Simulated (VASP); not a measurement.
# Ir (P2_1/m) in VASP: single point with PBEsol

Aim: the single point of Ir with PBEsol.

All numbers are computed with VASP 6.6.1; they aren't measurements. Logs are shortened: lines on timing, memory, paths and dates and some standing lists are left out, and cuts for length are marked.

## Step 1: The cell of the first run

It takes space group P2_1/m (No. 11, monoclinic). The conventional cell has a = 2.751 Å, b = 4.462 Å, c = 2.751 Å, α = 90.00°, β = 120.00°, γ = 90.00°. Within 3.5 Å of Ir (site symmetry m) lie 14 Ir at 2.62 to 3.48 Å.

## Step 2: Single point, PBEsol (atom 1 (Ir) moved by (-0.450, -0.225) A along x and y)

File INCAR:

```
ALGO = Fast ; EDIFF = 1E-6
ENCUT = 520 ; GGA = PS
ISIF = 2 ; ISMEAR = 0
LASPH = True ; LCHARG = False
LREAL = False ; LWAVE = False
NBANDS = 16 ; NELM = 80
PREC = Accurate ; SIGMA = 0.15
```

File KPOINTS:

```
k-points
0
Gamma
  18 18 12
```

File POSCAR:

```
Ir
1.0
    2.7513778946      0.0000000000      0.0000000000
   -1.3756889473      2.3827631521      0.0000000000
    0.0000000000      0.0000000000      4.4622900000
Ir
2
Direct
    0.4558981598      0.2389051482      0.7500000000
    0.3333333333      0.6666666667      0.2500000000
```

Potentials or basis: VASP PAW PBE potentials, release 64 (Ir).

Run with:

```
> cat potpaw_PBE.64/Ir/POTCAR > POTCAR
> mpirun -np 1 vasp_std > vasp.out
```

OUTCAR:

```text
EDIFF = 1E-6
   ENCUT = 520
   GGA = PS
   ISIF = 2
   ISMEAR = 0
   LASPH = True
   LREAL = False
   NELM = 80
   PREC = Accurate

 ion  position               nearest neighbor table
   1  0.456  0.239  0.750-   2 2.62   2 2.62   2 2.65   2 2.65   2 3.06   2 3.06
   2  0.333  0.667  0.250-   1 2.62   1 2.62   1 2.65   1 2.65   1 3.06   1 3.06

  LATTYP: Found a hexagonal cell.
 ALAT       =     2.7513778946
 C/A-ratio  =     1.6218382828

  Lattice vectors:

 A1 = (   2.7513778946,   0.0000000000,   0.0000000000)
 A2 = (  -1.3756889473,   2.3827631521,   0.0000000000)
 A3 = (   0.0000000000,   0.0000000000,   4.4622900000)

Analysis of symmetry for initial positions (statically):
=====================================================================
 Subroutine PRICEL returns:
 Original cell was already a primitive cell.

 Routine SETGRP: Setting up the symmetry group for a
 hexagonal supercell.

 Subroutine GETGRP returns: Found  4 space group operations
 (whereof  1 operations were pure point group operations)
 out of a pool of 24 trial point group operations.

The static configuration has the point symmetry C_1 .
 The point group associated with its full space group is C_2h.

Analysis of symmetry for dynamics (positions and initial velocities):
=====================================================================
 Subroutine PRICEL returns:
 Original cell was already a primitive cell.

 Routine SETGRP: Setting up the symmetry group for a
 hexagonal supercell.

 Subroutine GETGRP returns: Found  4 space group operations
 (whereof  1 operations were pure point group operations)
 out of a pool of 24 trial point group operations.

The dynamic configuration has the point symmetry C_1 .
 The point group associated with its full space group is C_2h.

 Subroutine INISYM returns: Found  4 space group operations
 (whereof  1 operations are pure point group operations),
 and found     1 'primitive' translations

----------------------------------------------------------------------------------------

                                     Primitive cell

  volume of cell :      29.2542

  direct lattice vectors                    reciprocal lattice vectors
     2.751377895  0.000000000  0.000000000     0.363454254  0.209840411  0.000000000
[... 77 lines left out ...]
   PREC   = accura    normal or accurate (medium, high low for compatibility)
   ISTART =      0    job   : 0-new  1-cont  2-samecut
   ICHARG =      2    charge: 1-file 2-atom 10-const
   ISPIN  =      1    spin polarized calculation?
   LNONCOLLINEAR =      F non collinear calculations
   LSORBIT =      F    spin-orbit coupling
   LASPH  =      T    aspherical Exc in radial PAW
   ENCUT  =  520.0 eV  38.22 Ry    6.18 a.u.   5.12  5.12  8.30*2*pi/ulx,y,z
   NELM   =     80;   NELMIN=  2; NELMDL= -5     # of ELM steps
   EDIFF  = 0.1E-05   stopping-criterion for ELM
   LREAL  =      F    real-space projection
   EDIFFG = 0.1E-04   stopping-criterion for IOM
   NSW    =      0    number of steps for IOM
   IBRION =     -1    ionic relax: 0-MD 1-quasi-New 2-CG
   NFREE  =      0    steps in history (QN), initial steepest desc. (CG)
   ISIF   =      2    stress and relaxation
   ISYM   =      2    0-nonsym 1-usesym 2-fastsym
   POTIM  = 0.5000    time-step for ionic-motion
   TEBEG  =    0.0;   TEEND  =   0.0 temperature during run
   PSTRESS=    0.0 pullay stress
   NELECT =      18.0000    total number of electrons
   NUPDOWN=      -1.0000    fix difference up-down
   EMIN   =  10.00;   EMAX   =-10.00  energy-range for DOS
   EFERMI =   0.00;   METHOD = LEGACY
   ISMEAR =     0;   SIGMA  =   0.15  broadening in eV -4-tet -1-fermi 0-gaus
   EFERMI_NEDOS =   21; number of points for ismear=-14 and -15
   IALGO  =     68    algorithm
   IMIX   =      4    mixing-type and parameters
     AMIX     =   0.40;   BMIX     =  1.00
     AMIX_MAG =   1.60;   BMIX_MAG =  1.00
  volume/ion in A,a.u.               =      14.63        98.71
  Fermi-wavevector in a.u.,A,eV,Ry     =   1.392417  2.631287 26.379323  1.938826
  Thomas-Fermi vector in A             =   2.516162
   LORBIT       =      0    0 simple, 1 ext, 2 COOP (PROOUT), +10 PAW based schemes
   GGA     = PS    functional components
   LHFCALC =     F    Hartree Fock is set to
   AEXX    =    0.0000 exact exchange contribution
   IVDW    =     0    specifies the selected vdW correction
   LEPSILON=     F    determine dielectric tensor
   LRPA    =     F    only Hartree local field effects (RPA)
 non-spin polarized calculation
 RMM-DIIS sequential band-by-band and
 Gauss-broadening in eV      SIGMA  =   0.15
  energy-cutoff  :      520.00
  volume of cell :       29.25
 maximum number of plane-waves:       801
   NGX = 11   NGY = 11   NGZ = 17

 number of electron      18.0000000 magnetization

 Free energy of the ion-electron system (eV)
  ---------------------------------------------------
  ext. energy  EPLUGINS =         0.00000000
  ---------------------------------------------------
  free energy    TOTEN  =       -18.99037669 eV

  energy without entropy =      -18.95531450  energy(sigma->0) =      -18.97284560

 E-fermi :   9.4902     XC(G=0): -13.8904

 val. band max:        9.4901117408   @ k =   0.2222   0.1111   0.5000
 cond. band min:       9.4914893393   @ k =  -0.2222  -0.4444   0.0833
 fundamental gap:      0.0013775984
 Fermi energy:         9.4901860419

 k-point     1 :       0.0000    0.0000    0.0000
  band No.  band energies     occupation
      1      -1.1518      2.00000
      2       1.8778      2.00000
      3       4.9967      2.00000
      4       5.8670      2.00000
      5       6.3779      2.00000
      6       6.6312      2.00000
[... 433 lines left out ...]
      3       3.8797      2.00000
      4       5.3254      2.00000
      5       5.6102      2.00000
      6       6.1877      2.00000
[... 8 lines left out ...]
     15      21.1067      0.00000
     16      23.2084      0.00000

 [... further k-points ...]
[... 5 lines left out ...]
  --------------------------------------------------------------------------------------
  -------------------------------------------------------------------------------------
  Total       -1.9674093     -2.5987379      1.9504218      0.2954215      0.0000000      0.0000000
  in kB     -107.7497784   -142.3259721    106.8194199     16.1794479      0.0000000      0.0000000
  external PRESSURE =     -47.7521102 kB  Pullay stress =       0.0000000 kB

 VOLUME and BASIS-vectors are now :
 -----------------------------------------------------------------------------
  energy-cutoff  :      520.00
  volume of cell :       29.25
      direct lattice vectors                 reciprocal lattice vectors
     2.751377895  0.000000000  0.000000000     0.363454254  0.209840411  0.000000000
    -1.375688947  2.382763152  0.000000000     0.000000000  0.419680823  0.000000000
     0.000000000  0.000000000  4.462290000     0.000000000  0.000000000  0.224100182

 POSITION                                       TOTAL-FORCE (eV/Angst)
 -----------------------------------------------------------------------------------
      0.92569      0.56925      3.34672         1.253554      0.611101      0.000000
     -0.00000      1.58851      1.11557        -1.253554     -0.611101     -0.000000
 -----------------------------------------------------------------------------------
    total drift:                                0.000000     -0.000001     -0.000000

  FREE ENERGIE OF THE ION-ELECTRON SYSTEM (eV)
  ---------------------------------------------------
  free  energy   TOTEN  =       -18.9903766904 eV

  energy  without entropy=      -18.9553145039  energy(sigma->0) =      -18.97284560
```

stdout:

```text
POSCAR found type information on POSCAR Ir
 POSCAR found :  1 types and       2 ions
 scaLAPACK will be used
 -----------------------------------------------------------------------------
|                                                                             |
|                                                                             |
|     You enforced a specific xc type in the INCAR file but a different       |
|     I HOPE YOU KNOW WHAT YOU ARE DOING!                                     |
|                                                                             |
 -----------------------------------------------------------------------------

 LDA part: xc-table for (Slater+PW92), standard interpolation
 POSCAR, INCAR and KPOINTS ok, starting setup
 FFT: planning ... GRIDC
 FFT: planning ... GRID_SOFT
 FFT: planning ... GRID
 WAVECAR not read
 entering main loop
```

It took 13 min on 1 thread of AMD EPYC 7R13, shared host; peak memory 0.5 GiB.

What came out:

```
Free energy            : -18.9904 eV
Pressure               : -4.8 GPa
Largest force          : 1.395 eV/Å
Band gap on the k mesh : zero (band 9 reaches 10.99 eV, above the bottom of band 10 at 8.31 eV)
```

Forces on the atoms (eV/Å):
```
Ir   1.254  0.611  0.000
Ir  -1.254 -0.611  0.000
```

Stress tensor (GPa, compression positive):
```
-10.77   1.62   0.00
  1.62 -14.23   0.00
  0.00   0.00  10.68
```

Caveat: the cell differs from its parent crystal (atom 1 (Ir) moved by (-0.450, -0.225) A along x and y); the PAW data sets were made with another functional, which shifts forces and pressure a little; spin-orbit coupling is left out, which moves the levels of the heavy elements.
